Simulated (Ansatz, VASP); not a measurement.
## AlGaN2 in VASP and in Ansatz

```
Al Ga N
1.0
     3.03740    0.00000    0.00000
     0.00000    3.03740    0.00000
     0.00000    0.00000    4.27472
Al Ga N
1 1 2
Direct
  0.50000 0.50000 0.50000
  0.00000 0.00000 0.00000
  0.50000 0.00000 0.74005
  0.00000 0.50000 0.25995
```

Change from the starting cell: strain -0.025 along x and y, -0.025 along z, atoms carried along.

Alike in both runs: task single point; functional LDA; k mesh 8 × 8 × 6; occupations gaussian, width 0.05 eV; no spin polarisation.

|  | VASP | Ansatz |
| --- | --- | --- |
| version | VASP 6.6.1 | Ansatz 0.2.0 |
| potentials or method | VASP PAW LDA potentials, release 64 (Al, Ga_d, N), cutoff 520 eV | scalar-relativistic, plane waves, PAW |
| valence electrons in the cell | 26 | 26 |

Ansatz gave:

```
gap on the k mesh at the Fermi level (eV)                     : 3.28
least direct gap on the mesh (eV)                             : 3.58
pressure (GPa)                                                : 18.3
traceless stress, the component that is largest in VASP (GPa) : -0.15
rms of the force components (eV/Å)                            : 0.016
```

Problem. What did VASP give for the same quantities?

Solution. gap on the k mesh at the Fermi level (eV): 3.26; least direct gap on the mesh (eV): 3.56; pressure (GPa): 19.5; traceless stress, the component that is largest in VASP (GPa): -0.15; rms of the force components (eV/Å): 0.029.

LDA's correlation is that of Perdew and Zunger in VASP and of Perdew and Wang (1992) in Ansatz. Atom by atom the forces differ by 0.012 eV/Å (rms over components).
